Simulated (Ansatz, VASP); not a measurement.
# CdTe in VASP and in Ansatz

```
Cd Te
1.0
     0.00000    3.38341    2.87590
     3.38341    0.00000    2.87590
     3.38341    3.38341    0.00000
Cd Te
1 1
Cartesian
  0.0000 0.0000 0.0000
  5.0751 5.0751 4.3139
```

Alike in both runs: task single point; functional r2SCAN; k mesh 8 × 8 × 8; occupations gaussian, width 0.05 eV; no spin polarisation.

```csv
,VASP,Ansatz
version,VASP 6.6.1,Ansatz 0.2.0
potentials or method,"VASP PAW PBE potentials, release 64 (Cd, Te), cutoff 520 eV","scalar-relativistic, plane waves, PAW"
valence electrons in the cell,18,36
```

VASP gave:

```
gap on the k mesh at the Fermi level (eV)                     : 1.06
least direct gap on the mesh (eV)                             : 1.06
pressure (GPa)                                                : 2.8
traceless stress, the component that is largest in VASP (GPa) : 0.97
```

Q: Estimate Ansatz's values.

A: gap on the k mesh at the Fermi level (eV): 1.07; least direct gap on the mesh (eV): 1.07; pressure (GPa): 2.7; traceless stress, the component that is largest in VASP (GPa): 0.97.

VASP's potentials were made for PBE, not for r2SCAN. VASP's potentials hold 18 valence electrons a cell and Ansatz's 36, so a difference there can come from the potentials and not from the codes.

Neither program's run includes spin-orbit coupling.
